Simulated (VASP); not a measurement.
# MnO (F-43m) in VASP: notebook

The runs below take MnO through single point, relaxation of cell and atoms, with PBE.

Everything below comes from runs of VASP 6.6.1. Logs are shortened: lines on timing, memory, paths and dates and some standing lists are left out, and cuts for length are marked.

## 1. The cell of the first run

The structure is cubic, space group F-43m (No. 216). The conventional cell has a = 4.801 Å, b = 4.801 Å, c = 4.801 Å, α = 90.00°, β = 90.00°, γ = 90.00°. Within 2.8 Å of Mn (site symmetry -43m) lie 4 O at 2.08 Å. O (site symmetry -43m) has 4 Mn at 2.08 Å within 2.8 Å.

## 2. Single point, PBE, collinear spin, ferromagnetic start

Contents of INCAR:

```
  PREC = Accurate
  ENCUT = 520
  EDIFF = 1E-6
  ISMEAR = 0
  SIGMA = 0.1
  LREAL = F
  LASPH = T
  NELM = 150
  ALGO = Normal
  ISIF = 2
  LWAVE = F
  LCHARG = F
  ISPIN = 2
  MAGMOM = 4.38 0.24
  LORBIT = 11
  LMAXMIX = 4
  GGA = PE
  NBANDS = 20
```

Contents of KPOINTS:

```
regular mesh
0
Gamma
  20 20 20
```

Contents of POSCAR:

```
MnO
1.0
    0.0000000000      2.4003924349      2.4003924349
    2.4003924349      0.0000000000      2.4003924349
    2.4003924349      2.4003924349      0.0000000000
Mn O
1 1
Direct
    0.7500000000      0.7500000000      0.7500000000
    0.5000000000      0.5000000000      0.5000000000
```

Potentials or basis: VASP PAW PBE potentials, release 64 (Mn_pv, O).

Started as:

```console
$ cat potpaw_PBE.64/Mn_pv/POTCAR potpaw_PBE.64/O/POTCAR > POTCAR
$ mpirun -np 1 vasp_std > vasp.out
```

OUTCAR:

```text
PREC = Accurate
   ENCUT = 520
   EDIFF = 1E-6
   ISMEAR = 0
   LREAL = F
   LASPH = T
   NELM = 150
   ISIF = 2
   ISPIN = 2
   LORBIT = 11
   GGA = PE

 ion  position               nearest neighbor table
   1  0.750  0.750  0.750-   2 2.08   2 2.08   2 2.08   2 2.08
   2  0.500  0.500  0.500-   1 2.08   1 2.08   1 2.08   1 2.08

  LATTYP: Found a face centered cubic cell.
 ALAT       =     4.8007848698

  Lattice vectors:

 A1 = (   0.0000000000,   2.4003924349,   2.4003924349)
 A2 = (   2.4003924349,   0.0000000000,   2.4003924349)
 A3 = (   2.4003924349,   2.4003924349,   0.0000000000)

Analysis of symmetry for initial positions (statically):
=====================================================================
 Subroutine PRICEL returns:
 Original cell was already a primitive cell.

 Routine SETGRP: Setting up the symmetry group for a
 face centered cubic supercell.

 Subroutine GETGRP returns: Found 24 space group operations
 (whereof 24 operations were pure point group operations)
 out of a pool of 48 trial point group operations.

The static configuration has the point symmetry T_d .

Analysis of symmetry for dynamics (positions and initial velocities):
=====================================================================
 Subroutine PRICEL returns:
 Original cell was already a primitive cell.

 Routine SETGRP: Setting up the symmetry group for a
 face centered cubic supercell.

 Subroutine GETGRP returns: Found 24 space group operations
 (whereof 24 operations were pure point group operations)
 out of a pool of 48 trial point group operations.

The dynamic configuration has the point symmetry T_d .

Analysis of structural, dynamic, and magnetic symmetry:
=====================================================================
 Subroutine PRICEL returns:
 Original cell was already a primitive cell.

 Routine SETGRP: Setting up the symmetry group for a
 face centered cubic supercell.

 Subroutine GETGRP returns: Found 24 space group operations
 (whereof 24 operations were pure point group operations)
 out of a pool of 48 trial point group operations.

The overall configuration has the point symmetry T_d .

 Subroutine INISYM returns: Found 24 space group operations
 (whereof 24 operations are pure point group operations),
 and found     1 'primitive' translations

----------------------------------------------------------------------------------------

                                     Primitive cell

  volume of cell :      27.6616

  direct lattice vectors                    reciprocal lattice vectors
     0.000000000  2.400392435  2.400392435    -0.208299273  0.208299273  0.208299273
     2.400392435  0.000000000  2.400392435     0.208299273 -0.208299273  0.208299273
     2.400392435  2.400392435  0.000000000     0.208299273  0.208299273 -0.208299273

  length of vectors
     3.394667536  3.394667536  3.394667536     0.360784925  0.360784925  0.360784925

  position of ions in fractional coordinates (direct lattice)
     0.750000000  0.750000000  0.750000000
     0.500000000  0.500000000  0.500000000

  ion indices of the primitive-cell ions
   primitive index   ion index
                 1           1
                 2           2

----------------------------------------------------------------------------------------

 KPOINTS: regular mesh

Automatic generation of k-mesh.
 Grid dimensions read from file:
 generate k-points for:   20   20   20

 Generating k-lattice:

  Cartesian coordinates                     Fractional coordinates (reciprocal lattice)
    -0.010414964  0.010414964  0.010414964     0.050000000  0.000000000  0.000000000
     0.010414964 -0.010414964  0.010414964     0.000000000  0.050000000  0.000000000
     0.010414964  0.010414964 -0.010414964     0.000000000  0.000000000  0.050000000

  Length of vectors
     0.018039246  0.018039246  0.018039246

  Shift w.r.t. Gamma in fractional coordinates (k-lattice)
     0.000000000  0.000000000  0.000000000

 Subroutine IBZKPT returns following result:
 ===========================================

 Found    256 irreducible k-points:

 Following reciprocal coordinates:
            Coordinates               Weight
  0.000000  0.000000  0.000000      1.000000
  0.050000  0.000000  0.000000      8.000000
  0.100000  0.000000  0.000000      8.000000
  0.150000  0.000000  0.000000      8.000000
  0.200000  0.000000  0.000000      8.000000
  0.250000  0.000000  0.000000      8.000000
[... 16 lines left out ...]
 -0.400000  0.050000  0.000000     24.000000
 -0.350000  0.050000  0.000000     24.000000
 [... further k-points ...]
   k-points           NKPTS =    256   k-points in BZ     NKDIM =    256   number of bands    NBANDS=     20
   number of dos      NEDOS =    301   number of ions     NIONS =      2
   total plane-waves  NPLWV =  21952
   dimension x,y,z NGX =    28 NGY =   28 NGZ =   28
   dimension x,y,z NGXF=    56 NGYF=   56 NGZF=   56
   ions per type =               1   1
   NGX,Y,Z   is equivalent  to a cutoff of  13.71, 13.71, 13.71 a.u.
   NGXF,Y,Z  is equivalent  to a cutoff of  27.42, 27.42, 27.42 a.u.
 SYSTEM =  unknown system
   PREC   = accura    normal or accurate (medium, high low for compatibility)
   ISTART =      0    job   : 0-new  1-cont  2-samecut
   ICHARG =      2    charge: 1-file 2-atom 10-const
   ISPIN  =      2    spin polarized calculation?
   LNONCOLLINEAR =      F non collinear calculations
   LSORBIT =      F    spin-orbit coupling
   LASPH  =      T    aspherical Exc in radial PAW
   ENCUT  =  520.0 eV  38.22 Ry    6.18 a.u.   6.31  6.31  6.31*2*pi/ulx,y,z
   NELM   =    150;   NELMIN=  2; NELMDL= -5     # of ELM steps
   EDIFF  = 0.1E-05   stopping-criterion for ELM
   LREAL  =      F    real-space projection
   EDIFFG = 0.1E-04   stopping-criterion for IOM
   NSW    =      0    number of steps for IOM
   IBRION =     -1    ionic relax: 0-MD 1-quasi-New 2-CG
   NFREE  =      0    steps in history (QN), initial steepest desc. (CG)
   ISIF   =      2    stress and relaxation
   ISYM   =      2    0-nonsym 1-usesym 2-fastsym
   POTIM  = 0.5000    time-step for ionic-motion
   TEBEG  =    0.0;   TEEND  =   0.0 temperature during run
   PSTRESS=    0.0 pullay stress
   NELECT =      19.0000    total number of electrons
   NUPDOWN=      -1.0000    fix difference up-down
   EMIN   =  10.00;   EMAX   =-10.00  energy-range for DOS
   EFERMI =   0.00;   METHOD = LEGACY
   ISMEAR =     0;   SIGMA  =   0.10  broadening in eV -4-tet -1-fermi 0-gaus
   EFERMI_NEDOS =   21; number of points for ismear=-14 and -15
   IALGO  =     38    algorithm
   IMIX   =      4    mixing-type and parameters
     AMIX     =   0.40;   BMIX     =  1.00
     AMIX_MAG =   1.60;   BMIX_MAG =  1.00
  volume/ion in A,a.u.               =      13.83        93.33
  Fermi-wavevector in a.u.,A,eV,Ry     =   1.444443  2.729602 28.387413  2.086416
  Thomas-Fermi vector in A             =   2.562737
   LORBIT       =     11    0 simple, 1 ext, 2 COOP (PROOUT), +10 PAW based schemes
   GGA     = PE    functional components
   LHFCALC =     F    Hartree Fock is set to
   AEXX    =    0.0000 exact exchange contribution
   IVDW    =     0    specifies the selected vdW correction
   LEPSILON=     F    determine dielectric tensor
   LRPA    =     F    only Hartree local field effects (RPA)
 spin polarized calculation
 Gauss-broadening in eV      SIGMA  =   0.10
  energy-cutoff  :      520.00
  volume of cell :       27.66
 maximum number of plane-waves:       758
 NGX is ok and might be reduce to    28
   NGX = 13   NGY = 13   NGZ = 13

 number of electron      19.0000006 magnetization       4.9988774

 Free energy of the ion-electron system (eV)
  ---------------------------------------------------
  ext. energy  EPLUGINS =         0.00000000
  ---------------------------------------------------
  free energy    TOTEN  =       -16.41426143 eV

  energy without entropy =      -16.41326332  energy(sigma->0) =      -16.41376238

 E-fermi :   5.3268     XC(G=0): -10.3706

 val. band max:        5.3206361582   @ k =   0.0500   0.0000   0.0000
 cond. band min:       5.3342067253   @ k =   0.0000   0.0000   0.0000
 fundamental gap:      0.0135705671
 Fermi energy:         5.3268454899

 spin component 1

 k-point     1 :       0.0000    0.0000    0.0000
  band No.  band energies     occupation
      1     -45.1742      1.00000
      2     -45.1741      1.00000
      3     -45.1741      1.00000
      4     -14.2593      1.00000
      5      -0.6392      1.00000
      6      -0.6392      1.00000
[... 12 lines left out ...]
     19      22.2744      0.00000
     20      22.3610      0.00000

 k-point     2 :       0.0500    0.0000    0.0000
  band No.  band energies     occupation
      1     -45.1748      1.00000
      2     -45.1743      1.00000
      3     -45.1743      1.00000
      4     -14.2488      1.00000
      5      -0.6823      1.00000
      6      -0.6301      1.00000
[... 12 lines left out ...]
     19      22.1386      0.00000
     20      23.2462      0.00000

 k-point     3 :       0.1000    0.0000    0.0000
  band No.  band energies     occupation
      1     -45.1767      1.00000
      2     -45.1745      1.00000
      3     -45.1745      1.00000
      4     -14.2178      1.00000
      5      -0.7959      1.00000
      6      -0.6039      1.00000
[... 12 lines left out ...]
     19      21.8554      0.00000
     20      24.3613      0.00000

 k-point     4 :       0.1500    0.0000    0.0000
  band No.  band energies     occupation
      1     -45.1797      1.00000
      2     -45.1750      1.00000
      3     -45.1750      1.00000
      4     -14.1693      1.00000
      5      -0.9449      1.00000
      6      -0.5641      1.00000
[... 429 lines left out ...]
 k-point    23 :      -0.4000    0.0500    0.0000
  band No.  band energies     occupation
      1     -45.1993      1.00000
      2     -45.1787      1.00000
      3     -45.1780      1.00000
      4     -13.8438      1.00000
      5      -1.3582      1.00000
      6      -0.3591      1.00000
[... 12 lines left out ...]
     19      23.2120      0.00000
     20      27.6786      0.00000

 k-point    24 :      -0.3500    0.0500    0.0000
  band No.  band energies     occupation
      1     -45.1967      1.00000
      2     -45.1783      1.00000
      3     -45.1775      1.00000
      4     -13.8870      1.00000
      5      -1.3515      1.00000
      6      -0.3792      1.00000
[... 12 lines left out ...]
     19      22.9484      0.00000
     20      27.9094      0.00000

 [... further k-points ...]

 spin component 2

 k-point     1 :       0.0000    0.0000    0.0000
  band No.  band energies     occupation
      1     -40.4259      1.00000
      2     -40.4259      1.00000
      3     -40.4259      1.00000
      4     -13.8234      1.00000
      5       0.6779      1.00000
      6       0.6779      1.00000
[... 12 lines left out ...]
     19      23.9320      0.00000
     20      23.9320      0.00000

 k-point     2 :       0.0500    0.0000    0.0000
  band No.  band energies     occupation
      1     -40.4268      1.00000
      2     -40.4261      1.00000
      3     -40.4260      1.00000
      4     -13.8133      1.00000
      5       0.6195      1.00000
      6       0.6830      1.00000
[... 12 lines left out ...]
     19      23.7709      0.00000
     20      24.4748      0.00000

 k-point     3 :       0.1000    0.0000    0.0000
  band No.  band energies     occupation
      1     -40.4294      1.00000
      2     -40.4264      1.00000
      3     -40.4264      1.00000
      4     -13.7831      1.00000
      5       0.4642      1.00000
      6       0.6976      1.00000
[... 12 lines left out ...]
     19      23.4397      0.00000
     20      25.5061      0.00000

 k-point     4 :       0.1500    0.0000    0.0000
  band No.  band energies     occupation
      1     -40.4335      1.00000
      2     -40.4270      1.00000
      3     -40.4270      1.00000
      4     -13.7361      1.00000
      5       0.2557      1.00000
      6       0.7198      1.00000
[... 429 lines left out ...]
 k-point    23 :      -0.4000    0.0500    0.0000
  band No.  band energies     occupation
      1     -40.4600      1.00000
      2     -40.4319      1.00000
      3     -40.4310      1.00000
      4     -13.4192      1.00000
      5      -0.5649      1.00000
      6       0.8141      1.00000
[... 12 lines left out ...]
     19      24.6567      0.00000
     20      28.8686      0.00000

 k-point    24 :      -0.3500    0.0500    0.0000
  band No.  band energies     occupation
      1     -40.4565      1.00000
      2     -40.4314      1.00000
      3     -40.4303      1.00000
      4     -13.4614      1.00000
      5      -0.4916      1.00000
      6       0.8010      1.00000
[... 12 lines left out ...]
     19      24.3672      0.00000
     20      29.1861      0.00000

 [... further k-points ...]

------------------------ aborting loop because EDIFF is reached ----------------------------------------

  FORCE on cell =-STRESS in cart. coord.  units (eV):
  Direction    XX          YY          ZZ          XY          YZ          ZX
  --------------------------------------------------------------------------------------
  -------------------------------------------------------------------------------------
  Total        0.0558673      0.0558673      0.0558673      0.0000000      0.0000000      0.0000000
  in kB        3.2358719      3.2358719      3.2358719      0.0000000      0.0000000      0.0000000
  external PRESSURE =       3.2358719 kB  Pullay stress =       0.0000000 kB

 VOLUME and BASIS-vectors are now :
 -----------------------------------------------------------------------------
  energy-cutoff  :      520.00
  volume of cell :       27.66
      direct lattice vectors                 reciprocal lattice vectors
     0.000000000  2.400392435  2.400392435    -0.208299273  0.208299273  0.208299273
     2.400392435  0.000000000  2.400392435     0.208299273 -0.208299273  0.208299273
     2.400392435  2.400392435  0.000000000     0.208299273  0.208299273 -0.208299273

 POSITION                                       TOTAL-FORCE (eV/Angst)
 -----------------------------------------------------------------------------------
      3.60059      3.60059      3.60059         0.000000      0.000000      0.000000
      2.40039      2.40039      2.40039        -0.000000     -0.000000     -0.000000
 -----------------------------------------------------------------------------------
    total drift:                                0.000000      0.000000      0.000000

  FREE ENERGIE OF THE ION-ELECTRON SYSTEM (eV)
  ---------------------------------------------------
  free  energy   TOTEN  =       -16.4142614302 eV

  energy  without entropy=      -16.4132633243  energy(sigma->0) =      -16.41376238

 total charge

# of ion       s       p       d       tot
------------------------------------------
    1        0.231   6.211   4.934  11.375
    2        1.554   3.441   0.000   4.995
--------------------------------------------------
tot          1.786   9.651   4.934  16.370

 magnetization (x)

# of ion       s       p       d       tot
------------------------------------------
    1        0.036   0.058   4.332   4.426
    2        0.019   0.173   0.000   0.193
--------------------------------------------------
tot          0.056   0.231   4.332   4.619
```

Wall time 7.7 min (1 thread of Intel Xeon Platinum 8375C at 2.90GHz (Ice Lake), shared host); peak memory 0.33 GiB.

Results:

```yaml
Free_energy: -16.4143 eV
Pressure: 0.3 GPa
Band_gap_on_the_k_mesh: zero (filled and empty bands overlap)
Net_moment: 5.00 μB per cell
Site_moments: Mn +4.43; O +0.19 μB
Valence_electrons_inside_the_program's_atomic_spheres: Mn 11.38; O 5.00
```

Caveat: a cell with one magnetic atom can't hold antiferromagnetic order, which such compounds often take; semilocal functionals often make such compounds metallic where correlation or magnetic order opens a gap, which also shifts bond lengths. With open d or f shells a metallic result of PBE can be an artefact of self-interaction; +U or a hybrid may open a gap.

(Continued in part 2 of 2.)
